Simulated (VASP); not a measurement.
Write the native input for VASP 6.6.1 that does the following.

- Task: single point
- Functional: PBE
- Potentials or basis: VASP PAW PBE potentials, release 64 (C)
- Cutoff: 520 eV
- k mesh: 6 × 6 × 6
- Occupations: gaussian, width 0.05 eV
- Spin: no spin polarisation
- Dipole correction: no
- Further INCAR settings: LREAL = Auto; ALGO = Normal; EDIFF = 1e-06; NBANDS = 43

The structure of C (a cell with a defect) lies in POSCAR:

```
C
1.0
    3.5715485858      0.0000000000     -3.5715485858
    0.0000000000      3.5715485858     -3.5715485858
    3.5715485858      3.5715485858      0.0000000000
C
15
Direct
    0.2500000000      0.2500000000      0.2500000000
    0.2500000000      0.7500000000      0.7500000000
    0.2500000000      0.7500000000      0.2500000000
    0.7500000000      0.2500000000      0.7500000000
    0.7500000000      0.2500000000      0.2500000000
    0.7500000000      0.7500000000      0.7500000000
    0.7500000000      0.7500000000      0.2500000000
    0.1250000000      0.1250000000      0.1250000000
    0.1250000000      0.1250000000      0.6250000000
    0.1250000000      0.6250000000      0.1250000000
    0.2518889761      0.4843750000      0.6318680119
    0.6250000000      0.1250000000      0.1250000000
    0.6250000000      0.1250000000      0.6250000000
    0.6250000000      0.6250000000      0.1250000000
    0.6250000000      0.6250000000      0.6250000000
```

This cell differs from its parent crystal: atoms taken out, atom 11 moved 0.375 of the way to it and -0.350 Å across, host rigid.

These files were run (other wordings do the same):

INCAR

```
SYSTEM = C
PREC     = Accurate       ! precision mode
ENCUT    = 520            ! plane-wave cutoff, eV
EDIFF    = 1E-6           ! SCF threshold, eV
ISMEAR   = 0              ! smearing method
SIGMA    = 0.05           ! smearing width, eV
LREAL    = Auto         
LASPH    = .TRUE.         ! aspherical terms in the spheres
NELM     = 100            ! most SCF steps
ALGO     = Normal         ! electronic algorithm
ISIF     = 2              ! what is computed and relaxed
LWAVE    = .FALSE.        ! write WAVECAR
LCHARG   = .FALSE.        ! write CHGCAR
GGA      = PE             ! functional
NBANDS   = 43             ! bands
```

KPOINTS

```
Automatic mesh
0
G
  6 6 6
  0 0 0
```

Potentials or basis: VASP PAW PBE potentials, release 64 (C).

The run is started by

```console
$ cat potpaw_PBE.64/C/POTCAR > POTCAR
$ mpirun -np 1 vasp_std > vasp.out
```

Results of the run:

```yaml
Pressure: -8.3 GPa
Largest_force: 4.743 eV/Å
Band_gap_on_the_k_mesh: zero (bands 30 and 31 overlap by 2.29 eV)
```

Caveat: the cell differs from its parent crystal (atoms taken out, atom 11 moved 0.375 of the way to it and -0.350 Å across, host rigid).

It took 18 min on 1 thread of Intel Xeon 8259CL, on a shared host, peak memory 0.33 GiB.
